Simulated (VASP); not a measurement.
A run of VASP 6.6.1:

Contents of POSCAR:

```
Ga
1.0
   -1.3751071731      1.3751071731      2.2957117997
    1.3751071731     -1.3751071731      2.2957117997
    1.3751071731      1.3751071731     -2.2957117997
Ga
1
Direct
    0.0000000000      0.0000000000      0.0000000000
```

INCAR.step1

```
ALGO     = Normal         # electronic algorithm
EDIFF    = 1E-5           # SCF threshold, eV
ENCUT    = 520            # plane-wave cutoff, eV
GGA      = PE             # functional
ISIF     = 2              # what is computed and relaxed
ISMEAR   = -1             # smearing method
LASPH    = T              # aspherical terms in the spheres
LCHARG   = F              # write CHGCAR
LREAL    = F              # projectors in reciprocal space
LWAVE    = T              # write WAVECAR
NBANDS   = 12             # bands
NELM     = 100            # most SCF steps
PREC     = Accurate       # precision mode
SIGMA    = 0.05           # smearing width, eV
```

Contents of INCAR.step2:

```
AEXX     = 0.25           # exact-exchange fraction
ALGO     = Normal         # electronic algorithm
EDIFF    = 1E-6           # SCF threshold, eV
ENCUT    = 520            # plane-wave cutoff, eV
GGA      = PE             # functional
ISIF     = 2              # what is computed and relaxed
ISMEAR   = -1             # smearing method
ISTART   = 1            
LASPH    = T              # aspherical terms in the spheres
LCHARG   = F              # write CHGCAR
LHFCALC  = T              # exact exchange
LREAL    = F              # projectors in reciprocal space
LWAVE    = F              # write WAVECAR
NBANDS   = 12             # bands
NELM     = 100            # most SCF steps
PREC     = Accurate       # precision mode
PRECFOCK = Normal       
SIGMA    = 0.05           # smearing width, eV
```

File KPOINTS:

```
k-points
0
Gamma
  6 6 6
```

Potentials or basis: VASP PAW PBE potentials, release 64 (Ga_d).

Command:

```sh
$ cat potpaw_PBE.64/Ga_d/POTCAR > POTCAR
$ cp INCAR.step1 INCAR
$ mpirun -np 1 vasp_std > vasp.out
$ cp INCAR.step2 INCAR
$ mpirun -np 1 vasp_std > vasp.out
```

Hardware: 1 thread of Intel(R) Xeon(R) Platinum 8259CL CPU @ 2.50GHz (Skylake/Cascade Lake), on a shared host.

How long does it take, and how much memory?

Wall time 35 min on 1 thread of Intel(R) Xeon(R) Platinum 8259CL CPU @ 2.50GHz (Skylake/Cascade Lake) (shared host), peak memory 0.15 GiB. Counts: k points 30.
